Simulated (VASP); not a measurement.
A run of VASP 6.6.1 is set up as follows.

Contents of INCAR:

```
SYSTEM = Al3C2
  ALGO = Normal
  EDIFF = 1E-6
  ENCUT = 520
  GGA = PE
  ISIF = 2
  ISMEAR = 0
  LASPH = .TRUE.
  LCHARG = .FALSE.
  LREAL = .FALSE.
  LWAVE = .FALSE.
  NBANDS = 28
  NELM = 60
  PREC = Accurate
  SIGMA = 0.1
```

KPOINTS

```
k-points
0
G
  3 3 4
  0 0 0
```

File POSCAR:

```
Al3C2
1.0
    5.1775279999     -0.0000000022      0.0000000000
   -2.5887639981      4.4838707778      0.0000000000
    0.0000000000      0.0000000000      5.3338463492
Al C
6 4
Direct
    0.3258963222      0.0396279343      0.2500000000
    0.6741036778      0.9603720657      0.7500000000
    0.9603720657      0.2862683879      0.2500000000
    0.0396279343      0.7137316121      0.7500000000
    0.7137316121      0.6741036778      0.2500000000
    0.2862683879      0.3258963222      0.7500000000
    0.3333333333      0.6666666667      0.2500000000
    0.6666666667      0.3333333333      0.7500000000
    0.0000000000      0.0000000000      0.0000000000
    0.0000000000      0.0000000000      0.5000000000
```

Potentials or basis: VASP PAW PBE potentials, release 64 (Al, C).

The run is started by

```sh
$ cat potpaw_PBE.64/Al/POTCAR potpaw_PBE.64/C/POTCAR > POTCAR
$ mpirun -np 1 vasp_std > vasp.out
```

Question: Estimate the band gap on the k mesh.

Answer: Zero (band 17 reaches 8.44 eV, above the bottom of band 18 at 7.36 eV).

Question: Predict the pressure.

Answer: -0.1 GPa.

Question: Estimate the largest force.

Answer: 0.005 eV/Å.

Forces in eV/Å, atoms in the order of the input:
```
Al   0.004 -0.002  0.000
Al  -0.004  0.002  0.000
Al   0.000  0.005  0.000
Al   0.000 -0.005  0.000
Al  -0.004 -0.002  0.000
Al   0.004  0.002  0.000
C    0.000  0.000  0.000
C    0.000  0.000  0.000
C    0.000  0.000  0.000
C    0.000  0.000  0.000
```

Caveat: the k points lie up to 0.47 Å⁻¹ apart.
